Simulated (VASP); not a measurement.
Wanted: the native input for a VASP 6.6.1 run.

- Task: single point
- Functional: PBEsol
- Dispersion: D3(BJ)
- Potentials or basis: VASP PAW PBE potentials, release 64 (Sn_d, O)
- Cutoff: 600 eV
- k mesh: 12 × 12 × 10
- Occupations: gaussian, width 0.15 eV
- Spin: no spin polarisation
- Dipole correction: no
- Further INCAR settings: ALGO = Normal; EDIFF = 1e-06; NBANDS = 28

The structure of SnO lies in POSCAR:

```
SnO
1.0
    3.7703910616      0.0000000000      0.0000000000
    0.0000000000      3.7703910616      0.0000000000
    0.0000000000      0.0000000000      4.5633702865
Sn O
2 2
Direct
    0.0000000000      0.5000000000      0.2532585894
    0.5000000000      0.0000000000      0.7467414106
   -0.0738540501     -0.0738540501      0.0000000000
    0.5000000000      0.5000000000      0.0000000000
```

This cell differs from its parent crystal: atom 3 (O) moved +0.394 Å towards its neighbour atom 4 (O) at 2.666 Å.

One way to write it, as run:

INCAR

```
SYSTEM = SnO
PREC = Accurate ; ENCUT = 600
EDIFF = 1E-6 ; ISMEAR = 0
SIGMA = 0.15 ; LREAL = .False.
LASPH = .True. ; NELM = 120
ALGO = Normal ; ISIF = 2
LWAVE = .False. ; LCHARG = .False.
GGA = PS ; IVDW = 12
NBANDS = 28 ; GGA_COMPAT = .False.
```

KPOINTS

```
Automatic mesh
0
Gamma
  12 12 10
  0 0 0
```

Potentials or basis: VASP PAW PBE potentials, release 64 (Sn_d, O).

The run is started by

```console
$ cat potpaw_PBE.64/Sn_d/POTCAR potpaw_PBE.64/O/POTCAR > POTCAR
$ mpirun -np 1 vasp_std > vasp.out
```

Results of the run:

- Pressure: 5.6 GPa
- Largest force: 3.964 eV/Å
- Band gap on the k mesh: zero (bands 20 and 21 overlap by 0.61 eV)
- Dispersion energy per atom: -0.233 eV

Caveat: the cell differs from its parent crystal (atom 3 (O) moved +0.394 Å towards its neighbour atom 4 (O) at 2.666 Å); the cell stands under pressure; semilocal functionals underestimate gaps, and a narrow one can read as zero; the PAW data sets were made with another functional, which shifts forces and pressure a little; spin-orbit coupling is left out, which moves the levels of the heavy elements.

Run time: 11 min on 1 thread of Oxide Virtual Turin-like Processor (shared host), peak memory 0.72 GiB.
